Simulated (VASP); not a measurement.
# KI (Cmcm) in VASP: single point with r2SCAN

Aim: the single point of KI with r2SCAN.

Everything below comes from runs of VASP 6.6.1. Logs are shortened: lines on timing, memory, paths and dates and some standing lists are left out, and cuts for length are marked.

### Step 1. The cell of the first run

It takes space group Cmcm (No. 63, orthorhombic). Conventional cell: a = 5.025 Å, b = 8.510 Å, c = 8.677 Å, α = 90.00°, β = 90.00°, γ = 90.00°. Within 4.7 Å of K (site symmetry 2/m) lie 6 I at 3.59 to 3.62 Å and 2 K at 4.34 Å. I (site symmetry m2m) has 6 K at 3.59 to 3.62 Å within 4.7 Å.

### Step 2. Single point, r2SCAN

POSCAR

```
KI
1.0
    2.5126600000     -4.2552270000      0.0000000000
    2.5126600000      4.2552270000      0.0000000000
    0.0000000000      0.0000000000      8.6765890000
K I
2 2
Direct
    0.5000000000      0.5000000000      0.5000000000
    0.5000000000      0.5000000000      0.0000000000
    0.8402300000      0.1597700000      0.2500000000
    0.1597700000      0.8402300000      0.7500000000
```

INCAR.step1

```
SYSTEM = KI
ALGO = Normal
EDIFF = 1E-4
ENCUT = 520
GGA = PE
ISMEAR = 0
LASPH = .TRUE.
LCHARG = .FALSE.
LREAL = .FALSE.
LWAVE = .TRUE.
NBANDS = 24
NELM = 60
PREC = Accurate
SIGMA = 0.01
```

INCAR.step2

```
SYSTEM = KI
ALGO = Normal
EDIFF = 1E-6
ENCUT = 520
ISIF = 2
ISMEAR = 0
ISTART = 1
LASPH = .TRUE.
LCHARG = .TRUE.
LELF = .TRUE.
LMIXTAU = .TRUE.
LREAL = .FALSE.
LVHAR = .TRUE.
LWAVE = .FALSE.
METAGGA = R2SCAN
NBANDS = 24
NELM = 60
PREC = Accurate
SIGMA = 0.01
```

KPOINTS

```
k-points
0
G
  4 4 2
  0 0 0
```

Potentials or basis: VASP PAW PBE potentials, release 64 (K_sv, I).

Started as:

```
$ cat potpaw_PBE.64/K_sv/POTCAR potpaw_PBE.64/I/POTCAR > POTCAR
$ cp INCAR.step1 INCAR
$ mpirun -np 1 vasp_std > vasp.out
$ cp INCAR.step2 INCAR
$ mpirun -np 1 vasp_std > vasp.out
```

OUTCAR:

```text
SYSTEM = KI
   EDIFF = 1E-6
   ENCUT = 520
   ISIF = 2
   ISMEAR = 0
   ISTART = 1
   LASPH = .TRUE.
   LREAL = .FALSE.
   METAGGA = R2SCAN
   NELM = 60
   PREC = Accurate

 ion  position               nearest neighbor table
   1  0.500  0.500  0.500-   4 3.59   3 3.59   4 3.59   3 3.59   3 3.62   4 3.62
   2  0.500  0.500  0.000-   4 3.59   3 3.59   4 3.59   3 3.59   3 3.62   4 3.62
   3  0.840  0.160  0.250-   1 3.59   2 3.59   1 3.59   2 3.59   1 3.62   2 3.62
   4  0.160  0.840  0.750-   1 3.59   2 3.59   1 3.59   2 3.59   1 3.62   2 3.62

  LATTYP: Found a base centered orthorhombic cell.
 ALAT       =     5.0253200000
 B/A-ratio  =     1.6935148408
 C/A-ratio  =     1.7265744271

  Lattice vectors:

 A1 = (   2.5126600000,  -4.2552270000,   0.0000000000)
 A2 = (   2.5126600000,   4.2552270000,   0.0000000000)
 A3 = (   0.0000000000,   0.0000000000,   8.6765890000)

Analysis of symmetry for initial positions (statically):
=====================================================================
 Subroutine PRICEL returns:
 Original cell was already a primitive cell.

 Routine SETGRP: Setting up the symmetry group for a
 base centered orthorhombic supercell.

 Subroutine GETGRP returns: Found  8 space group operations
 (whereof  4 operations were pure point group operations)
 out of a pool of  8 trial point group operations.

The static configuration has the point symmetry C_2h.
 The point group associated with its full space group is D_2h.

Analysis of symmetry for dynamics (positions and initial velocities):
=====================================================================
 Subroutine PRICEL returns:
 Original cell was already a primitive cell.

 Routine SETGRP: Setting up the symmetry group for a
 base centered orthorhombic supercell.

 Subroutine GETGRP returns: Found  8 space group operations
 (whereof  4 operations were pure point group operations)
 out of a pool of  8 trial point group operations.

The dynamic configuration has the point symmetry C_2h.
 The point group associated with its full space group is D_2h.

 Subroutine INISYM returns: Found  8 space group operations
 (whereof  4 operations are pure point group operations),
 and found     1 'primitive' translations

----------------------------------------------------------------------------------------

                                     Primitive cell

  volume of cell :     185.5391

  direct lattice vectors                    reciprocal lattice vectors
     2.512660000 -4.255227000  0.000000000     0.198992303 -0.117502545  0.000000000
     2.512660000  4.255227000  0.000000000     0.198992303  0.117502545  0.000000000
     0.000000000  0.000000000  8.676589000     0.000000000  0.000000000  0.115252664

  length of vectors
     4.941701842  4.941701842  8.676589000     0.231094752  0.231094752  0.115252664

  position of ions in fractional coordinates (direct lattice)
     0.500000000  0.500000000  0.500000000
     0.500000000  0.500000000  0.000000000
     0.840230000  0.159770000  0.250000000
     0.159770000  0.840230000  0.750000000

  ion indices of the primitive-cell ions
   primitive index   ion index
                 1           1
                 2           2
                 3           3
                 4           4

----------------------------------------------------------------------------------------

 KPOINTS: k-points

Automatic generation of k-mesh.
 Grid dimensions read from file:
 generate k-points for:    4    4    2

 Generating k-lattice:

  Cartesian coordinates                     Fractional coordinates (reciprocal lattice)
     0.049748076 -0.029375636  0.000000000     0.250000000  0.000000000  0.000000000
     0.049748076  0.029375636  0.000000000     0.000000000  0.250000000  0.000000000
     0.000000000  0.000000000  0.057626332     0.000000000  0.000000000  0.500000000

  Length of vectors
     0.057773688  0.057773688  0.057626332

  Shift w.r.t. Gamma in fractional coordinates (k-lattice)
     0.000000000  0.000000000  0.000000000

 Subroutine IBZKPT returns following result:
 ===========================================

 Found     14 irreducible k-points:

 Following reciprocal coordinates:
            Coordinates               Weight
  0.000000  0.000000  0.000000      1.000000
  0.250000 -0.000000  0.000000      4.000000
  0.500000 -0.000000  0.000000      2.000000
  0.250000  0.250000  0.000000      2.000000
  0.500000  0.250000  0.000000      4.000000
 -0.250000  0.250000  0.000000      2.000000
  0.500000  0.500000  0.000000      1.000000
  0.000000  0.000000  0.500000      1.000000
  0.250000 -0.000000  0.500000      4.000000
  0.500000 -0.000000  0.500000      2.000000
  0.250000  0.250000  0.500000      2.000000
  0.500000  0.250000  0.500000      4.000000
 -0.250000  0.250000  0.500000      2.000000
  0.500000  0.500000  0.500000      1.000000
   k-points           NKPTS =     14   k-points in BZ     NKDIM =     14   number of bands    NBANDS=     24
   number of dos      NEDOS =    301   number of ions     NIONS =      4
   total plane-waves  NPLWV = 112000
   dimension x,y,z NGX =    40 NGY =   40 NGZ =   70
   dimension x,y,z NGXF=    80 NGYF=   80 NGZF=  140
   ions per type =               2   2
   NGX,Y,Z   is equivalent  to a cutoff of  13.46, 13.46, 13.41 a.u.
   NGXF,Y,Z  is equivalent  to a cutoff of  26.91, 26.91, 26.82 a.u.
 SYSTEM =  KI
   PREC   = accura    normal or accurate (medium, high low for compatibility)
   ISTART =      1    job   : 0-new  1-cont  2-samecut
   ICHARG =      0    charge: 1-file 2-atom 10-const
   ISPIN  =      1    spin polarized calculation?
   LNONCOLLINEAR =      F non collinear calculations
   LSORBIT =      F    spin-orbit coupling
   LASPH  =      T    aspherical Exc in radial PAW
   ENCUT  =  520.0 eV  38.22 Ry    6.18 a.u.   9.19  9.19 16.13*2*pi/ulx,y,z
   NELM   =     60;   NELMIN=  2; NELMDL=  0     # of ELM steps
   EDIFF  = 0.1E-05   stopping-criterion for ELM
   LREAL  =      F    real-space projection
   EDIFFG = 0.1E-04   stopping-criterion for IOM
   NSW    =      0    number of steps for IOM
   IBRION =     -1    ionic relax: 0-MD 1-quasi-New 2-CG
   NFREE  =      0    steps in history (QN), initial steepest desc. (CG)
   ISIF   =      2    stress and relaxation
   ISYM   =      2    0-nonsym 1-usesym 2-fastsym
   POTIM  = 0.5000    time-step for ionic-motion
   TEBEG  =    0.0;   TEEND  =   0.0 temperature during run
   PSTRESS=    0.0 pullay stress
   NELECT =      32.0000    total number of electrons
   NUPDOWN=      -1.0000    fix difference up-down
   EMIN   =  10.00;   EMAX   =-10.00  energy-range for DOS
   EFERMI =   0.00;   METHOD = LEGACY
   ISMEAR =     0;   SIGMA  =   0.01  broadening in eV -4-tet -1-fermi 0-gaus
   EFERMI_NEDOS =   21; number of points for ismear=-14 and -15
   IALGO  =     38    algorithm
   IMIX   =      4    mixing-type and parameters
     AMIX     =   0.40;   BMIX     =  1.00
     AMIX_MAG =   1.60;   BMIX_MAG =  1.00
  volume/ion in A,a.u.               =      46.38       313.02
  Fermi-wavevector in a.u.,A,eV,Ry     =   0.911268  1.722048 11.298416  0.830410
  Thomas-Fermi vector in A             =   2.035528
   LORBIT       =      0    0 simple, 1 ext, 2 COOP (PROOUT), +10 PAW based schemes
   METAGGA = R2SCAN    functional components
   LHFCALC =     F    Hartree Fock is set to
   AEXX    =    0.0000 exact exchange contribution
   IVDW    =     0    specifies the selected vdW correction
   LEPSILON=     F    determine dielectric tensor
   LRPA    =     F    only Hartree local field effects (RPA)
 non-spin polarized calculation
 Gauss-broadening in eV      SIGMA  =   0.01
  energy-cutoff  :      520.00
  volume of cell :      185.54
 maximum number of plane-waves:      5034
 NGX is ok and might be reduce to    40
   NGX = 19   NGY = 19   NGZ = 33

 number of electron      31.9999999 magnetization

 Free energy of the ion-electron system (eV)
  ---------------------------------------------------
  ext. energy  EPLUGINS =         0.00000000
  ---------------------------------------------------
  free energy    TOTEN  =       -67.87514009 eV

  energy without entropy =      -67.87514009  energy(sigma->0) =      -67.87514009

 E-fermi :  -0.7631     XC(G=0):  -7.3026

 val. band max:       -0.9027417026   @ k =   0.0000   0.0000   0.0000
 cond. band min:       3.4717316379   @ k =   0.0000   0.0000   0.0000
 fundamental gap:      4.3744733405
 Fermi energy:        -0.7631479895

 k-point     1 :       0.0000    0.0000    0.0000
  band No.  band energies     occupation
      1     -30.8200      2.00000
      2     -30.8161      2.00000
      3     -13.6689      2.00000
      4     -13.5314      2.00000
      5     -13.5272      2.00000
      6     -13.5212      2.00000
[... 16 lines left out ...]
     23       6.6054      0.00000
     24       7.2735      0.00000

 k-point     2 :       0.2500   -0.0000    0.0000
  band No.  band energies     occupation
      1     -30.8194      2.00000
      2     -30.8155      2.00000
      3     -13.6343      2.00000
      4     -13.5769      2.00000
      5     -13.5351      2.00000
      6     -13.5348      2.00000
[... 16 lines left out ...]
     23       7.0343      0.00000
     24       7.2166      0.00000

 k-point     3 :       0.5000   -0.0000    0.0000
  band No.  band energies     occupation
      1     -30.8187      2.00000
      2     -30.8149      2.00000
      3     -13.6347      2.00000
      4     -13.5847      2.00000
      5     -13.5520      2.00000
      6     -13.5394      2.00000
[... 16 lines left out ...]
     23       7.7514      0.00000
     24       7.8686      0.00000
[... 244 lines left out ...]
 k-point    13 :      -0.2500    0.2500    0.5000
  band No.  band energies     occupation
      1     -30.8174      2.00000
      2     -30.8174      2.00000
      3     -13.5853      2.00000
      4     -13.5853      2.00000
      5     -13.5449      2.00000
      6     -13.5449      2.00000
[... 16 lines left out ...]
     23       7.1286      0.00000
     24       7.1286      0.00000

 k-point    14 :       0.5000    0.5000    0.5000
  band No.  band energies     occupation
      1     -30.8167      2.00000
      2     -30.8167      2.00000
      3     -13.5949      2.00000
      4     -13.5949      2.00000
      5     -13.5457      2.00000
      6     -13.5457      2.00000
[... 16 lines left out ...]
     23       7.8814      0.00000
     24       7.8814      0.00000

------------------------ aborting loop because EDIFF is reached ----------------------------------------

  FORCE on cell =-STRESS in cart. coord.  units (eV):
  Direction    XX          YY          ZZ          XY          YZ          ZX
  --------------------------------------------------------------------------------------
  -------------------------------------------------------------------------------------
  Total       -0.5076840     -0.4417603     -0.4889088      0.0000000      0.0000000      0.0000000
  in kB       -4.3839805     -3.8147120     -4.2218519      0.0000000      0.0000000      0.0000000
  external PRESSURE =      -4.1401815 kB  Pullay stress =       0.0000000 kB

 VOLUME and BASIS-vectors are now :
 -----------------------------------------------------------------------------
  energy-cutoff  :      520.00
  volume of cell :      185.54
      direct lattice vectors                 reciprocal lattice vectors
     2.512660000 -4.255227000  0.000000000     0.198992303 -0.117502545  0.000000000
     2.512660000  4.255227000  0.000000000     0.198992303  0.117502545  0.000000000
     0.000000000  0.000000000  8.676589000     0.000000000  0.000000000  0.115252664

 POSITION                                       TOTAL-FORCE (eV/Angst)
 -----------------------------------------------------------------------------------
      2.51266      0.00000      4.33829         0.000000      0.000000      0.000000
      2.51266      0.00000      0.00000        -0.000000      0.000000      0.000000
      2.51266     -2.89551      2.16915        -0.000000      0.035180     -0.000000
      2.51266      2.89551      6.50744        -0.000000     -0.035180      0.000000
 -----------------------------------------------------------------------------------
    total drift:                               -0.000000      0.000000     -0.000000

  FREE ENERGIE OF THE ION-ELECTRON SYSTEM (eV)
  ---------------------------------------------------
  free  energy   TOTEN  =       -67.8751400857 eV

  energy  without entropy=      -67.8751400857  energy(sigma->0) =      -67.87514009
```

Wall time 9.3 min (1 thread of Intel Xeon 8259CL, shared host); peak memory 0.39 GiB.

Results:

```
Free energy            : -67.8751 eV
Pressure               : -0.4 GPa
Largest force          : 0.035 eV/Å
Band gap on the k mesh : 4.37 eV
```

Forces in eV/Å, atoms in the order of the input:
```
K    0.000  0.000  0.000
K    0.000  0.000  0.000
I    0.000  0.035  0.000
I    0.000 -0.035  0.000
```

Caveat: the PAW data sets were made with another functional, which shifts forces and pressure a little; spin-orbit coupling is left out, which moves the levels of the heavy elements.
